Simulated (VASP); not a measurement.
# BeTe (Fm-3m) in VASP: further runs

BeTe is run at these levels: r2SCAN, r2SCAN+rVV10; tasks: single point.

Everything below comes from runs of VASP 6.6.1. Logs are shortened: lines on timing, memory, paths and dates and some standing lists are left out, and cuts for length are marked.

### Step 1. The cell of the first run

The structure is cubic, space group Fm-3m (No. 225). Conventional cell: a = 5.366 Å, b = 5.366 Å, c = 5.366 Å, α = 90.00°, β = 90.00°, γ = 90.00°. Within 3.5 Å of Be (site symmetry m-3m) lie 6 Te at 2.68 Å. Within 3.5 Å of Te (site symmetry m-3m) lie 6 Be at 2.68 Å.

### Step 2. Single point, r2SCAN

File POSCAR:

```
BeTe
1.0
    0.0000000000      2.6832298771      2.6832298771
    2.6832298771      0.0000000000      2.6832298771
    2.6832298771      2.6832298771      0.0000000000
Be Te
1 1
Direct
    0.0000000000      0.0000000000      0.0000000000
    0.5000000000      0.5000000000      0.5000000000
```

File INCAR.step1:

```
SYSTEM = BeTe
  PREC = Accurate
  ENCUT = 520
  ISMEAR = 1
  SIGMA = 0.5
  LREAL = .False.
  LASPH = .True.
  NELM = 80
  NBANDS = 11
  GGA = PE
  ALGO = Normal
  EDIFF = 1E-4
  LWAVE = .True.
  LCHARG = .False.
```

File INCAR.step2:

```
SYSTEM = BeTe
  PREC = Accurate
  ENCUT = 520
  EDIFF = 1E-6
  ISMEAR = 1
  SIGMA = 0.5
  LREAL = .False.
  LASPH = .True.
  NELM = 80
  ALGO = Normal
  ISIF = 2
  LWAVE = .False.
  LCHARG = .True.
  METAGGA = R2SCAN
  LMIXTAU = .True.
  LELF = .True.
  LVHAR = .True.
  NBANDS = 11
  ISTART = 1
```

File KPOINTS:

```
regular mesh
0
Gamma
  6 6 6
  0 0 0
```

Potentials or basis: VASP PAW PBE potentials, release 64 (Be, Te).

Launch:

```sh
> cat potpaw_PBE.64/Be/POTCAR potpaw_PBE.64/Te/POTCAR > POTCAR
> cp INCAR.step1 INCAR
> mpirun -np 1 vasp_std > vasp.out
> cp INCAR.step2 INCAR
> mpirun -np 1 vasp_std > vasp.out
```

OUTCAR:

```text
SYSTEM = BeTe
   PREC = Accurate
   ENCUT = 520
   EDIFF = 1E-6
   ISMEAR = 1
   LREAL = .False.
   LASPH = .True.
   NELM = 80
   ISIF = 2
   METAGGA = R2SCAN
   ISTART = 1

 ion  position               nearest neighbor table
   1  0.000  0.000  0.000-   2 2.68   2 2.68   2 2.68   2 2.68   2 2.68   2 2.68
   2  0.500  0.500  0.500-   1 2.68   1 2.68   1 2.68   1 2.68   1 2.68   1 2.68

  LATTYP: Found a face centered cubic cell.
 ALAT       =     5.3664597542

  Lattice vectors:

 A1 = (   0.0000000000,   2.6832298771,   2.6832298771)
 A2 = (   2.6832298771,   0.0000000000,   2.6832298771)
 A3 = (   2.6832298771,   2.6832298771,   0.0000000000)

Analysis of symmetry for initial positions (statically):
=====================================================================
 Subroutine PRICEL returns:
 Original cell was already a primitive cell.

 Routine SETGRP: Setting up the symmetry group for a
 face centered cubic supercell.

 Subroutine GETGRP returns: Found 48 space group operations
 (whereof 48 operations were pure point group operations)
 out of a pool of 48 trial point group operations.

The static configuration has the point symmetry O_h .

Analysis of symmetry for dynamics (positions and initial velocities):
=====================================================================
 Subroutine PRICEL returns:
 Original cell was already a primitive cell.

 Routine SETGRP: Setting up the symmetry group for a
 face centered cubic supercell.

 Subroutine GETGRP returns: Found 48 space group operations
 (whereof 48 operations were pure point group operations)
 out of a pool of 48 trial point group operations.

The dynamic configuration has the point symmetry O_h .

 Subroutine INISYM returns: Found 48 space group operations
 (whereof 48 operations are pure point group operations),
 and found     1 'primitive' translations

----------------------------------------------------------------------------------------

                                     Primitive cell

  volume of cell :      38.6370

  direct lattice vectors                    reciprocal lattice vectors
     0.000000000  2.683229877  2.683229877    -0.186342588  0.186342588  0.186342588
     2.683229877  0.000000000  2.683229877     0.186342588 -0.186342588  0.186342588
     2.683229877  2.683229877  0.000000000     0.186342588  0.186342588 -0.186342588

  length of vectors
     3.794660083  3.794660083  3.794660083     0.322754830  0.322754830  0.322754830

  position of ions in fractional coordinates (direct lattice)
     0.000000000  0.000000000  0.000000000
     0.500000000  0.500000000  0.500000000

  ion indices of the primitive-cell ions
   primitive index   ion index
                 1           1
                 2           2

----------------------------------------------------------------------------------------

 KPOINTS: regular mesh

Automatic generation of k-mesh.
 Grid dimensions read from file:
 generate k-points for:    6    6    6

 Generating k-lattice:

  Cartesian coordinates                     Fractional coordinates (reciprocal lattice)
    -0.031057098  0.031057098  0.031057098     0.166666667  0.000000000  0.000000000
     0.031057098 -0.031057098  0.031057098     0.000000000  0.166666667  0.000000000
     0.031057098  0.031057098 -0.031057098     0.000000000  0.000000000  0.166666667

  Length of vectors
     0.053792472  0.053792472  0.053792472

  Shift w.r.t. Gamma in fractional coordinates (k-lattice)
     0.000000000  0.000000000  0.000000000

 Subroutine IBZKPT returns following result:
 ===========================================

 Found     16 irreducible k-points:

 Following reciprocal coordinates:
            Coordinates               Weight
  0.000000  0.000000  0.000000      1.000000
  0.166667  0.000000  0.000000      8.000000
  0.333333  0.000000  0.000000      8.000000
  0.500000  0.000000  0.000000      4.000000
  0.166667  0.166667  0.000000      6.000000
  0.333333  0.166667  0.000000     24.000000
[... 8 lines left out ...]
 -0.333333  0.333333  0.166667     24.000000
 -0.333333  0.500000  0.166667     12.000000
   k-points           NKPTS =     16   k-points in BZ     NKDIM =     16   number of bands    NBANDS=     11
   number of dos      NEDOS =    301   number of ions     NIONS =      2
   total plane-waves  NPLWV =  21952
   dimension x,y,z NGX =    28 NGY =   28 NGZ =   28
   dimension x,y,z NGXF=    56 NGYF=   56 NGZF=   56
   ions per type =               1   1
   NGX,Y,Z   is equivalent  to a cutoff of  12.27, 12.27, 12.27 a.u.
   NGXF,Y,Z  is equivalent  to a cutoff of  24.53, 24.53, 24.53 a.u.
 SYSTEM =  BeTe
   PREC   = accura    normal or accurate (medium, high low for compatibility)
   ISTART =      1    job   : 0-new  1-cont  2-samecut
   ICHARG =      0    charge: 1-file 2-atom 10-const
   ISPIN  =      1    spin polarized calculation?
   LNONCOLLINEAR =      F non collinear calculations
   LSORBIT =      F    spin-orbit coupling
   LASPH  =      T    aspherical Exc in radial PAW
   ENCUT  =  520.0 eV  38.22 Ry    6.18 a.u.   7.06  7.06  7.06*2*pi/ulx,y,z
   NELM   =     80;   NELMIN=  2; NELMDL=  0     # of ELM steps
   EDIFF  = 0.1E-05   stopping-criterion for ELM
   LREAL  =      F    real-space projection
   EDIFFG = 0.1E-04   stopping-criterion for IOM
   NSW    =      0    number of steps for IOM
   IBRION =     -1    ionic relax: 0-MD 1-quasi-New 2-CG
   NFREE  =      0    steps in history (QN), initial steepest desc. (CG)
   ISIF   =      2    stress and relaxation
   ISYM   =      2    0-nonsym 1-usesym 2-fastsym
   POTIM  = 0.5000    time-step for ionic-motion
   TEBEG  =    0.0;   TEEND  =   0.0 temperature during run
   PSTRESS=    0.0 pullay stress
   NELECT =       8.0000    total number of electrons
   NUPDOWN=      -1.0000    fix difference up-down
   EMIN   =  10.00;   EMAX   =-10.00  energy-range for DOS
   EFERMI =   0.00;   METHOD = LEGACY
   ISMEAR =     1;   SIGMA  =   0.50  broadening in eV -4-tet -1-fermi 0-gaus
   EFERMI_NEDOS =   21; number of points for ismear=-14 and -15
   IALGO  =     38    algorithm
   IMIX   =      4    mixing-type and parameters
     AMIX     =   0.40;   BMIX     =  1.00
     AMIX_MAG =   1.60;   BMIX_MAG =  1.00
  volume/ion in A,a.u.               =      19.32       130.37
  Fermi-wavevector in a.u.,A,eV,Ry     =   0.968509  1.830216 12.762394  0.938009
  Thomas-Fermi vector in A             =   2.098484
   LORBIT       =      0    0 simple, 1 ext, 2 COOP (PROOUT), +10 PAW based schemes
   METAGGA = R2SCAN    functional components
   LHFCALC =     F    Hartree Fock is set to
   AEXX    =    0.0000 exact exchange contribution
   IVDW    =     0    specifies the selected vdW correction
   LEPSILON=     F    determine dielectric tensor
   LRPA    =     F    only Hartree local field effects (RPA)
 non-spin polarized calculation
 Methfessel and Paxton  Order N= 1 SIGMA  =   0.50
  energy-cutoff  :      520.00
  volume of cell :       38.64
 maximum number of plane-waves:      1056
   NGX = 15   NGY = 15   NGZ = 15

 number of electron       8.0000000 magnetization

 Free energy of the ion-electron system (eV)
  ---------------------------------------------------
  ext. energy  EPLUGINS =         0.00000000
  ---------------------------------------------------
  free energy    TOTEN  =       -29.48370341 eV

  energy without entropy =      -29.48137867  energy(sigma->0) =      -29.48292849

 E-fermi :   7.1915     XC(G=0): -10.4241

 val. band max:        7.1367880902   @ k =   0.3333   0.3333   0.0000
 cond. band min:       7.3909126451   @ k =  -0.1667   0.1667   0.0000
 fundamental gap:      0.2541245549
 Fermi energy:         7.1914975898

 k-point     1 :       0.0000    0.0000    0.0000
  band No.  band energies     occupation
      1      -6.7798      2.00000
      2       6.8568      1.89748
      3       6.8568      1.89748
      4       6.8568      1.89748
      5      10.7985     -0.00000
      6      14.0383     -0.00000
      7      14.0383     -0.00000
      8      14.0383     -0.00000
      9      14.4188     -0.00000
     10      14.4188     -0.00000
     11      14.4188     -0.00000

 k-point     2 :       0.1667    0.0000    0.0000
  band No.  band energies     occupation
      1      -6.4172      2.00000
      2       4.5963      2.00000
      3       6.7933      1.97820
      4       6.7933      1.97820
      5      11.4674     -0.00000
      6      12.3770     -0.00000
      7      12.3770     -0.00000
      8      13.8286     -0.00000
      9      14.7594     -0.00000
     10      15.2875     -0.00000
     11      15.2875     -0.00000

 k-point     3 :       0.3333    0.0000    0.0000
  band No.  band energies     occupation
      1      -5.4545      2.00000
      2       1.5350      2.00000
      3       6.7695      2.00089
      4       6.7695      2.00089
      5      10.5017     -0.00000
      6      10.5017     -0.00000
      7      10.9313     -0.00000
      8      13.4436     -0.00000
      9      17.3674      0.00000
     10      17.6191      0.00000
     11      17.6191      0.00000

 k-point     4 :       0.5000    0.0000    0.0000
  band No.  band energies     occupation
      1      -4.7081      2.00000
      2       0.0246      2.00000
      3       6.8252      1.94148
      4       6.8252      1.94148
      5       9.7453     -0.00000
      6       9.7453     -0.00000
      7      10.6422     -0.00000
      8      13.2530     -0.00000
      9      20.1643      0.00000
     10      20.6833      0.00000
     11      20.6833      0.00000

 k-point     5 :       0.1667    0.1667    0.0000
  band No.  band energies     occupation
      1      -6.2937      2.00000
      2       5.3159      2.00000
      3       5.8618      2.00110
      4       5.8618      2.00110
      5      10.2492     -0.00000
      6      12.7331     -0.00000
      7      13.0161     -0.00000
      8      14.4949     -0.00000
      9      14.4949     -0.00000
     10      16.5529     -0.00000
     11      16.5529     -0.00000
[... 99 lines left out ...]
 k-point    13 :       0.5000    0.5000    0.0000
  band No.  band energies     occupation
      1      -3.8430      2.00000
      2       0.8615      2.00000
      3       3.9804      2.00000
      4       3.9804      2.00000
      5       6.2593      2.02416
      6      10.6313     -0.00000
      7      16.8062     -0.00000
      8      16.8062     -0.00000
      9      19.4882      0.00000
     10      20.8723      0.00000
     11      23.0828      0.00000

 k-point    14 :       0.5000    0.3333    0.1667
  band No.  band energies     occupation
      1      -4.6679      2.00000
      2       1.8349      2.00000
      3       3.3844      2.00000
      4       4.8682      2.00000
      5       9.2042     -0.00000
      6      11.9137     -0.00000
      7      13.3966     -0.00000
      8      15.8558     -0.00000
      9      16.3533     -0.00000
     10      19.7099      0.00000
     11      19.7134      0.00000

 k-point    15 :      -0.3333    0.3333    0.1667
  band No.  band energies     occupation
      1      -4.0661      2.00000
      2       1.0689      2.00000
      3       2.9117      2.00000
      4       4.1136      2.00000
      5      10.3473     -0.00000
      6      10.6976     -0.00000
      7      15.6057     -0.00000
      8      15.8974     -0.00000
      9      16.5727     -0.00000
     10      16.9656     -0.00000
     11      21.7223      0.00000

 k-point    16 :      -0.3333    0.5000    0.1667
  band No.  band energies     occupation
      1      -3.7979      2.00000
      2       1.4055      2.00000
      3       2.8502      2.00000
      4       2.9575      2.00000
      5       8.7818     -0.00007
      6      12.8854     -0.00000
      7      13.1969     -0.00000
      8      17.3236      0.00000
      9      17.6598      0.00000
     10      18.6126      0.00000
     11      23.4349      0.00000

------------------------ aborting loop because EDIFF is reached ----------------------------------------

  FORCE on cell =-STRESS in cart. coord.  units (eV):
  Direction    XX          YY          ZZ          XY          YZ          ZX
  --------------------------------------------------------------------------------------
  -------------------------------------------------------------------------------------
  Total        0.0340553      0.0340553      0.0340553      0.0000000      0.0000000      0.0000000
  in kB        1.4121853      1.4121853      1.4121853      0.0000000      0.0000000      0.0000000
  external PRESSURE =       1.4121853 kB  Pullay stress =       0.0000000 kB

 VOLUME and BASIS-vectors are now :
 -----------------------------------------------------------------------------
  energy-cutoff  :      520.00
  volume of cell :       38.64
      direct lattice vectors                 reciprocal lattice vectors
     0.000000000  2.683229877  2.683229877    -0.186342588  0.186342588  0.186342588
     2.683229877  0.000000000  2.683229877     0.186342588 -0.186342588  0.186342588
     2.683229877  2.683229877  0.000000000     0.186342588  0.186342588 -0.186342588

 POSITION                                       TOTAL-FORCE (eV/Angst)
 -----------------------------------------------------------------------------------
      0.00000      0.00000      0.00000         0.000000      0.000000      0.000000
      2.68323      2.68323      2.68323        -0.000000     -0.000000     -0.000000
 -----------------------------------------------------------------------------------
    total drift:                                0.000000      0.000000      0.000000

  FREE ENERGIE OF THE ION-ELECTRON SYSTEM (eV)
  ---------------------------------------------------
  free  energy   TOTEN  =       -29.4837034072 eV

  energy  without entropy=      -29.4813786698  energy(sigma->0) =      -29.48292849
```

It took 19 s on 1 thread of Intel Xeon Platinum 8559C (Emerald Rapids), shared host; peak memory 0.16 GiB.

What came out:

```
Free energy            : -29.4837 eV
Pressure               : 0.1 GPa
Band gap on the k mesh : zero (band 4 reaches 7.39 eV, above the bottom of band 5 at 6.26 eV)
```

Caveat: the PAW data sets were made with another functional, which shifts forces and pressure a little; spin-orbit coupling is left out, which moves the levels of the heavy elements.

### Step 3. Single point, r2SCAN+rVV10

POSCAR is that of step 2.

File INCAR.step1:

```
SYSTEM = BeTe
PREC = Accurate
ENCUT = 520
ISMEAR = -1
SIGMA = 0.02
LREAL = .FALSE.
LASPH = .TRUE.
NELM = 100
NBANDS = 11
GGA = PE
ALGO = Normal
EDIFF = 1E-4
LWAVE = .TRUE.
LCHARG = .FALSE.
```

File INCAR.step2:

```
SYSTEM = BeTe
PREC = Accurate
ENCUT = 520
EDIFF = 1E-6
ISMEAR = -1
SIGMA = 0.02
LREAL = .FALSE.
LASPH = .TRUE.
NELM = 100
ALGO = Normal
ISIF = 2
LWAVE = .FALSE.
LCHARG = .FALSE.
METAGGA = R2SCAN
LMIXTAU = .TRUE.
LUSE_VDW = .TRUE.
IVDW_NL = 2
BPARAM = 11.95
CPARAM = 0.0093
NBANDS = 11
ISTART = 1
```

File KPOINTS:

```
Automatic mesh
0
G
  6 6 6
  0 0 0
```

Potentials or basis: VASP PAW PBE potentials, release 64 (Be, Te).

Launch:

```sh
> cat potpaw_PBE.64/Be/POTCAR potpaw_PBE.64/Te/POTCAR > POTCAR
> cp INCAR.step1 INCAR
> mpirun -np 1 vasp_std > vasp.out
> cp INCAR.step2 INCAR
> mpirun -np 1 vasp_std > vasp.out
```

It took 38 s on 1 thread of Intel Xeon Platinum 8559C (Emerald Rapids), shared host; peak memory 0.25 GiB.

The run converged. Its results:

| Property | Result |
| --- | --- |
| Free energy | -29.3590 eV |
| Pressure | -0.4 GPa |
| Band gap on the k mesh | zero (band 4 reaches 7.39 eV, above the bottom of band 5 at 6.25 eV) |

Levels at points of the mesh, in eV from the Fermi level:
| k point | band 1 | band 2 | band 3 | band 4 | band 5 | band 6 | band 7 | band 8 |
| --- | --- | --- | --- | --- | --- | --- | --- | --- |
| (0.00, 0.00, 0.00) | -14.15 | -0.51 | -0.51 | -0.51 | 3.43 | 6.67 | 6.67 | 6.67 |
| (0.50, 0.00, 0.00) | -12.07 | -7.35 | -0.54 | -0.54 | 2.37 | 2.37 | 3.25 | 5.87 |
| (0.50, 0.50, 0.00) | -11.21 | -6.52 | -3.39 | -3.39 | -1.11 | 3.23 | 9.44 | 9.44 |

Caveat: the PAW data sets were made with another functional, which shifts forces and pressure a little; spin-orbit coupling is left out, which moves the levels of the heavy elements.

[end of part 1 of 2]
